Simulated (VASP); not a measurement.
# MgS (Niningerite) (Fm-3m) in VASP: a series of runs

MgS (Niningerite) is run at these levels: PBE; tasks: single point.

Program: VASP 6.6.1. These are calculated values, not measurements. Logs are shortened: lines on timing, memory, paths and dates and some standing lists are left out, and cuts for length are marked.

### Step 1. The cell of the first run

Symmetry: Fm-3m, No. 225, cubic system. Conventional cell: a = 5.115 Å, b = 5.115 Å, c = 5.115 Å, α = 90.00°, β = 90.00°, γ = 90.00°. Within 3.4 Å of Mg (site symmetry m-3m) lie 6 S at 2.56 Å. S (site symmetry m-3m) has 6 Mg at 2.56 Å within 3.4 Å.

### Step 2. Single point, PBE

The input, INCAR:

```
PREC = Accurate
ENCUT = 520
EDIFF = 1E-6
ISMEAR = 0
SIGMA = 0.01
LREAL = False
LASPH = True
NELM = 60
ALGO = Normal
ISIF = 2
LWAVE = False
LCHARG = True
GGA = PE
LELF = True
LVHAR = True
NBANDS = 11
```

The input, KPOINTS:

```
regular mesh
0
Gamma
  6 6 6
```

The input, POSCAR:

```
MgS
1.0
    0.0000000000      2.5575457170      2.5575457170
    2.5575457170      0.0000000000      2.5575457170
    2.5575457170      2.5575457170      0.0000000000
Mg S
1 1
Direct
    0.0000000000      0.0000000000      0.0000000000
    0.5000000000      0.5000000000      0.5000000000
```

Potentials or basis: VASP PAW PBE potentials, release 64 (Mg, S).

The run is started by

```
$ cat potpaw_PBE.64/Mg/POTCAR potpaw_PBE.64/S/POTCAR > POTCAR
$ mpirun -np 1 vasp_std > vasp.out
```

OUTCAR:

```text
PREC = Accurate
   ENCUT = 520
   EDIFF = 1E-6
   ISMEAR = 0
   LREAL = False
   LASPH = True
   NELM = 60
   ISIF = 2
   GGA = PE

 ion  position               nearest neighbor table
   1  0.000  0.000  0.000-   2 2.56   2 2.56   2 2.56   2 2.56   2 2.56   2 2.56
   2  0.500  0.500  0.500-   1 2.56   1 2.56   1 2.56   1 2.56   1 2.56   1 2.56

  LATTYP: Found a face centered cubic cell.
 ALAT       =     5.1150914340

  Lattice vectors:

 A1 = (   0.0000000000,   2.5575457170,   2.5575457170)
 A2 = (   2.5575457170,   0.0000000000,   2.5575457170)
 A3 = (   2.5575457170,   2.5575457170,   0.0000000000)

Analysis of symmetry for initial positions (statically):
=====================================================================
 Subroutine PRICEL returns:
 Original cell was already a primitive cell.

 Routine SETGRP: Setting up the symmetry group for a
 face centered cubic supercell.

 Subroutine GETGRP returns: Found 48 space group operations
 (whereof 48 operations were pure point group operations)
 out of a pool of 48 trial point group operations.

The static configuration has the point symmetry O_h .

Analysis of symmetry for dynamics (positions and initial velocities):
=====================================================================
 Subroutine PRICEL returns:
 Original cell was already a primitive cell.

 Routine SETGRP: Setting up the symmetry group for a
 face centered cubic supercell.

 Subroutine GETGRP returns: Found 48 space group operations
 (whereof 48 operations were pure point group operations)
 out of a pool of 48 trial point group operations.

The dynamic configuration has the point symmetry O_h .

 Subroutine INISYM returns: Found 48 space group operations
 (whereof 48 operations are pure point group operations),
 and found     1 'primitive' translations

----------------------------------------------------------------------------------------

                                     Primitive cell

  volume of cell :      33.4580

  direct lattice vectors                    reciprocal lattice vectors
     0.000000000  2.557545717  2.557545717    -0.195499927  0.195499927  0.195499927
     2.557545717  0.000000000  2.557545717     0.195499927 -0.195499927  0.195499927
     2.557545717  2.557545717  0.000000000     0.195499927  0.195499927 -0.195499927

  length of vectors
     3.616915839  3.616915839  3.616915839     0.338615806  0.338615806  0.338615806

  position of ions in fractional coordinates (direct lattice)
     0.000000000  0.000000000  0.000000000
     0.500000000  0.500000000  0.500000000

[... 75 lines left out ...]
   POTIM  = 0.5000    time-step for ionic-motion
   TEBEG  =    0.0;   TEEND  =   0.0 temperature during run
   PSTRESS=    0.0 pullay stress
   NELECT =       8.0000    total number of electrons
   NUPDOWN=      -1.0000    fix difference up-down
   EMIN   =  10.00;   EMAX   =-10.00  energy-range for DOS
   EFERMI =   0.00;   METHOD = LEGACY
   ISMEAR =     0;   SIGMA  =   0.01  broadening in eV -4-tet -1-fermi 0-gaus
   EFERMI_NEDOS =   21; number of points for ismear=-14 and -15
   IALGO  =     38    algorithm
   IMIX   =      4    mixing-type and parameters
     AMIX     =   0.40;   BMIX     =  1.00
     AMIX_MAG =   1.60;   BMIX_MAG =  1.00
  volume/ion in A,a.u.               =      16.73       112.89
  Fermi-wavevector in a.u.,A,eV,Ry     =   1.016104  1.920158 14.047566  1.032467
  Thomas-Fermi vector in A             =   2.149428
   LORBIT       =      0    0 simple, 1 ext, 2 COOP (PROOUT), +10 PAW based schemes
   GGA     = PE    functional components
   LHFCALC =     F    Hartree Fock is set to
   AEXX    =    0.0000 exact exchange contribution
   IVDW    =     0    specifies the selected vdW correction
   LEPSILON=     F    determine dielectric tensor
   LRPA    =     F    only Hartree local field effects (RPA)
 non-spin polarized calculation
 Gauss-broadening in eV      SIGMA  =   0.01
  energy-cutoff  :      520.00
  volume of cell :       33.46
 maximum number of plane-waves:       934
   NGX = 13   NGY = 13   NGZ = 13

 number of electron       7.9999999 magnetization

 Free energy of the ion-electron system (eV)
  ---------------------------------------------------
  ext. energy  EPLUGINS =         0.00000000
  ---------------------------------------------------
  free energy    TOTEN  =        -8.46560661 eV

  energy without entropy =       -8.46560661  energy(sigma->0) =       -8.46560661

 E-fermi :   4.3008     XC(G=0):  -9.9010

 val. band max:        4.1984608846   @ k =   0.0000   0.0000   0.0000
 cond. band min:       7.0816423936   @ k =   0.5000   0.5000   0.0000
 fundamental gap:      2.8831815090
 Fermi energy:         4.3008044958

 k-point     1 :       0.0000    0.0000    0.0000
  band No.  band energies     occupation
      1      -8.7714      2.00000
      2       4.1985      2.00000
      3       4.1985      2.00000
      4       4.1985      2.00000
      5       8.3266      0.00000
      6      12.1134      0.00000
      7      12.1134      0.00000
      8      12.1134      0.00000
      9      14.6003      0.00000
     10      14.6003      0.00000
     11      16.8522      0.00000
[... 197 lines left out ...]
 k-point    16 :      -0.3333    0.5000    0.1667
  band No.  band energies     occupation
      1      -6.8785      2.00000
      2       0.1938      2.00000
      3       1.4314      2.00000
      4       1.8460      2.00000
      5       8.7719      0.00000
      6      10.3809      0.00000
      7      13.5958      0.00000
      8      14.2171      0.00000
      9      18.5327      0.00000
     10      19.6958      0.00000
     11      20.2149      0.00000

------------------------ aborting loop because EDIFF is reached ----------------------------------------

  FORCE on cell =-STRESS in cart. coord.  units (eV):
  Direction    XX          YY          ZZ          XY          YZ          ZX
  --------------------------------------------------------------------------------------
  -------------------------------------------------------------------------------------
  Total        1.1169984      1.1169984      1.1169984      0.0000000      0.0000000      0.0000000
  in kB       53.4888075     53.4888075     53.4888075      0.0000000      0.0000000      0.0000000
  external PRESSURE =      53.4888075 kB  Pullay stress =       0.0000000 kB

 VOLUME and BASIS-vectors are now :
 -----------------------------------------------------------------------------
  energy-cutoff  :      520.00
  volume of cell :       33.46
      direct lattice vectors                 reciprocal lattice vectors
     0.000000000  2.557545717  2.557545717    -0.195499927  0.195499927  0.195499927
     2.557545717  0.000000000  2.557545717     0.195499927 -0.195499927  0.195499927
     2.557545717  2.557545717  0.000000000     0.195499927  0.195499927 -0.195499927

 POSITION                                       TOTAL-FORCE (eV/Angst)
 -----------------------------------------------------------------------------------
      0.00000      0.00000      0.00000         0.000000      0.000000      0.000000
      2.55755      2.55755      2.55755        -0.000000     -0.000000     -0.000000
 -----------------------------------------------------------------------------------
    total drift:                                0.000000      0.000000      0.000000

  FREE ENERGIE OF THE ION-ELECTRON SYSTEM (eV)
  ---------------------------------------------------
  free  energy   TOTEN  =        -8.4656066146 eV

  energy  without entropy=       -8.4656066146  energy(sigma->0) =       -8.46560661
```

OSZICAR:

```text
N       E                     dE             d eps       ncg     rms          rms(c)
DAV:   1     0.256433973435E+02    0.25643E+02   -0.36498E+03   360   0.602E+02
DAV:   2    -0.705965706037E+01   -0.32703E+02   -0.30370E+02   449   0.102E+02
DAV:   3    -0.884362811221E+01   -0.17840E+01   -0.17800E+01   468   0.254E+01
DAV:   4    -0.885386512735E+01   -0.10237E-01   -0.10236E-01   415   0.228E+00
DAV:   5    -0.885394806002E+01   -0.82933E-04   -0.82932E-04   446   0.206E-01    0.465E+00
DAV:   6    -0.850552346735E+01    0.34842E+00   -0.71813E-01   382   0.343E+00    0.367E+00
DAV:   7    -0.846542822385E+01    0.40095E-01   -0.21610E-01   418   0.205E+00    0.237E+00
DAV:   8    -0.846581440983E+01   -0.38619E-03   -0.13109E-02   376   0.701E-01    0.995E-01
DAV:   9    -0.846559387693E+01    0.22053E-03   -0.62300E-04   403   0.149E-01    0.346E-01
DAV:  10    -0.846561000996E+01   -0.16133E-04   -0.19278E-04   394   0.644E-02    0.398E-02
DAV:  11    -0.846560673619E+01    0.32738E-05   -0.20833E-05   409   0.205E-02    0.192E-02
DAV:  12    -0.846560661457E+01    0.12162E-06   -0.68422E-07   236   0.514E-03
   1 F= -.84656066E+01 E0= -.84656066E+01  d E =-.254122E-49
```

stdout:

```text
POSCAR found type information on POSCAR MgS
 POSCAR found :  2 types and       2 ions
 scaLAPACK will be used
 LDA part: xc-table for (Slater+PW92), standard interpolation
 POSCAR, INCAR and KPOINTS ok, starting setup
 FFT: planning ... GRIDC
 FFT: planning ... GRID_SOFT
 FFT: planning ... GRID
 WAVECAR not read
 entering main loop
```

It took 4.9 s on 1 thread of Intel Xeon 6975P-C, shared host; peak memory 0.15 GiB.

What came out:

```
Free energy            : -8.4656 eV
Pressure               : 5.3 GPa
Band gap on the k mesh : 2.88 eV, indirect (least direct gap 4.13 eV)
```

A k mesh can miss the band edges.

### Step 3. Single point, PBE

This run uses another cell than the first one, of 17.26 Å³/atom, 1.032 times its volume.

The input, INCAR:

```
SYSTEM = MgS
ALGO     = Normal         ! electronic algorithm
EDIFF    = 1E-6           ! SCF threshold, eV
ENCUT    = 520            ! plane-wave cutoff, eV
GGA      = PE             ! functional
ISIF     = 2              ! what is computed and relaxed
ISMEAR   = 0              ! smearing method
LASPH    = .TRUE.         ! aspherical terms in the spheres
LCHARG   = .FALSE.        ! write CHGCAR
LREAL    = .FALSE.        ! projectors in reciprocal space
LWAVE    = .FALSE.        ! write WAVECAR
NBANDS   = 11             ! bands
NELM     = 100            ! most SCF steps
PREC     = Accurate       ! precision mode
SIGMA    = 0.01           ! smearing width, eV
```

The input, KPOINTS:

```
k-points
0
G
  6 6 6
  0 0 0
```

The input, POSCAR:

```
MgS
1.0
    0.0000000000      2.5841887356      2.5841887356
    2.5841887356      0.0000000000      2.5841887356
    2.5841887356      2.5841887356      0.0000000000
Mg S
1 1
Direct
    0.0000000000      0.0000000000      0.0000000000
    0.5000000000      0.5000000000      0.5000000000
```

Potentials or basis: VASP PAW PBE potentials, release 64 (Mg, S).

The run is started by

```
$ cat potpaw_PBE.64/Mg/POTCAR potpaw_PBE.64/S/POTCAR > POTCAR
$ mpirun -np 1 vasp_std > vasp.out
```

OUTCAR:

```text
SYSTEM = MgS
   EDIFF = 1E-6
   ENCUT = 520
   GGA = PE
   ISIF = 2
   ISMEAR = 0
   LASPH = .TRUE.
   LREAL = .FALSE.
   NELM = 100
   PREC = Accurate

 ion  position               nearest neighbor table
   1  0.000  0.000  0.000-   2 2.58   2 2.58   2 2.58   2 2.58   2 2.58   2 2.58
   2  0.500  0.500  0.500-   1 2.58   1 2.58   1 2.58   1 2.58   1 2.58   1 2.58

  LATTYP: Found a face centered cubic cell.
 ALAT       =     5.1683774712

  Lattice vectors:

[... 401 lines left out ...]

  FORCE on cell =-STRESS in cart. coord.  units (eV):
  Direction    XX          YY          ZZ          XY          YZ          ZX
  --------------------------------------------------------------------------------------
  -------------------------------------------------------------------------------------
  Total        0.5461745      0.5461745      0.5461745      0.0000000      0.0000000     -0.0000000
  in kB       25.3535839     25.3535839     25.3535839      0.0000000      0.0000000     -0.0000000
  external PRESSURE =      25.3535839 kB  Pullay stress =       0.0000000 kB

 VOLUME and BASIS-vectors are now :
 -----------------------------------------------------------------------------
  energy-cutoff  :      520.00
  volume of cell :       34.51
      direct lattice vectors                 reciprocal lattice vectors
     0.000000000  2.584188736  2.584188736    -0.193484320  0.193484320  0.193484320
     2.584188736  0.000000000  2.584188736     0.193484320 -0.193484320  0.193484320
     2.584188736  2.584188736  0.000000000     0.193484320  0.193484320 -0.193484320

 POSITION                                       TOTAL-FORCE (eV/Angst)
 -----------------------------------------------------------------------------------
      0.00000      0.00000      0.00000         0.000000     -0.000000     -0.000000
      2.58419      2.58419      2.58419        -0.000000      0.000000      0.000000
 -----------------------------------------------------------------------------------
    total drift:                                0.000000      0.000000      0.000000

  FREE ENERGIE OF THE ION-ELECTRON SYSTEM (eV)
  ---------------------------------------------------
  free  energy   TOTEN  =        -8.4916032148 eV

  energy  without entropy=       -8.4916032148  energy(sigma->0) =       -8.49160321
```

Run time: 5.1 s. Hardware: 1 thread of Intel Xeon 6975P-C, shared host; peak memory 0.15 GiB.

Results:

```
Free energy            : -8.4916 eV
Pressure               : 2.5 GPa
Band gap on the k mesh : 2.82 eV, indirect (least direct gap 3.87 eV)
```

Levels at points of the mesh, in eV from the valence-band top:
| k point | band 1 | band 2 | band 3 | band 4 | band 5 | band 6 | band 7 | band 8 | band 9 |
| --- | --- | --- | --- | --- | --- | --- | --- | --- | --- |
| (0.00, 0.00, 0.00) | -12.78 | 0.00 | 0.00 | 0.00 | 3.87 | 7.94 | 7.94 | 7.94 | 10.37 |
| (0.50, 0.00, 0.00) | -11.43 | -4.94 | -0.61 | -0.61 | 4.58 | 6.93 | 6.93 | 10.34 | 12.27 |
| (0.50, 0.50, 0.00) | -11.04 | -4.30 | -1.73 | -1.73 | 2.82 | 4.33 | 12.20 | 12.88 | 13.58 |

A k mesh can miss the band edges.
